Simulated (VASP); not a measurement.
Crystal: Sc.

```
Sc
1.0
    -1.84207    1.84207    1.84207
     1.84207   -1.84207    1.84207
     1.84207    1.84207   -1.84207
Sc
1
Direct
  0.00000 0.00000 0.00000
```

```yaml
Program: VASP 6.6.1
Task: relaxation of cell and atoms
Functional: LDA
Potentials_or_basis: VASP PAW LDA potentials, release 64 (Sc_sv)
Cutoff: 600 eV
k_mesh: 12 × 12 × 12
Occupations: fermi-dirac, width 0.1 eV
Spin: no spin polarisation
```

At the start: pressure -4.7 GPa; volume 25.00 Å³/atom.

Problem. Where does the relaxation end?

Solution. Over 3 steps the energy falls by 34.0 meV/atom and the volume is 22.80 Å³/atom (-8.8 %); space group Im-3m (No. 229, to 0.05 Å).

Step by step:
```csv
step,energy change (eV),largest force (eV/Å),pressure (GPa),volume (Å³)
1,0.0000,0.0000,-4.65,25.00
2,-0.0331,0.0000,0.90,22.47
3,-0.0340,0.0000,0.04,22.80
```

Final structure:
```
Sc
1.0
    -1.78630    1.78630    1.78630
     1.78630   -1.78630    1.78630
     1.78630    1.78630   -1.78630
Sc
1
Direct
  0.00000 0.00000 0.00000
```
